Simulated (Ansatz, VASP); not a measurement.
# SrHfSn3: VASP beside Ansatz

```
Sr Hf Sn
1.0
     4.44492    2.56628    2.45314
    -4.44492    2.56628    2.45314
     0.00000   -5.13255    2.45314
Sr Hf Sn
1 1 3
Cartesian
  0.0000 0.0000 3.6797
  0.0000 0.0000 0.0000
  -2.2225 1.2831 1.2266
  2.2225 1.2831 1.2266
  0.0000 -2.5663 1.2266
```

Alike in both runs: functional PBE; k mesh 6 × 6 × 6; occupations gaussian, width 0.1 eV; no spin polarisation.

Ansatz relaxed the structure, and its values are those at the end. VASP's run is a single point on that final structure, the one shown.

|  | VASP | Ansatz |
| --- | --- | --- |
| version | VASP 6.6.1 | Ansatz 0.2.0 |
| potentials or method | VASP PAW PBE potentials, release 64 (Sr_sv, Hf_pv, Sn_d), cutoff 520 eV | scalar-relativistic, plane waves, PAW |
| valence electrons in the cell | 62 | 78 |

```csv
,VASP,Ansatz,Ansatz less VASP
gap on the k mesh at the Fermi level (eV),none,none,-
pressure (GPa),-0.1,0.0,+0.06
```

A gap of «none» marks a metal or a gap that the smearing closes. VASP's potentials hold 62 valence electrons a cell and Ansatz's 78, so a difference there can come from the potentials and not from the codes.

Neither program's run includes spin-orbit coupling.
